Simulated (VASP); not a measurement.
A run of VASP 6.6.1 is set up as follows.

INCAR

```
PREC = Accurate
ENCUT = 520
EDIFF = 1E-7
ISMEAR = 0
SIGMA = 0.1
LREAL = F
LASPH = T
NELM = 60
ALGO = Normal
ISIF = 2
LWAVE = F
LCHARG = F
GGA = PE
NBANDS = 28
```

KPOINTS

```
regular mesh
0
Gamma
  4 4 4
```

The input POSCAR:

```
BaZrO3
1.0
    4.2456252997      0.0000000000      0.0000000000
    0.0000000000      4.2456252997      0.0000000000
    0.0000000000      0.0000000000      4.2456252997
Ba Zr O
1 1 3
Direct
    0.5000000000      0.5000000000      0.5000000000
    0.0000000000      0.0000000000      0.0000000000
    0.0000000000      0.5000000000      0.0000000000
    0.0000000000      0.0000000000      0.5000000000
    0.5000000000      0.0000000000      0.0000000000
```

Potentials or basis: VASP PAW PBE potentials, release 64 (Ba_sv, Zr_sv, O).

Command:

```bash
$ cat potpaw_PBE.64/Ba_sv/POTCAR potpaw_PBE.64/Zr_sv/POTCAR potpaw_PBE.64/O/POTCAR > POTCAR
$ mpirun -np 1 vasp_std > vasp.out
```

Problem. What does it give for the band gap on the k mesh?

Solution. 3.10 eV, indirect (least direct gap 3.36 eV).

Problem. Estimate the pressure.

Solution. -1.0 GPa.

Caveat: spin-orbit coupling is left out, which moves the levels of the heavy elements. As with any semilocal functional, this PBE gap is likely too small.
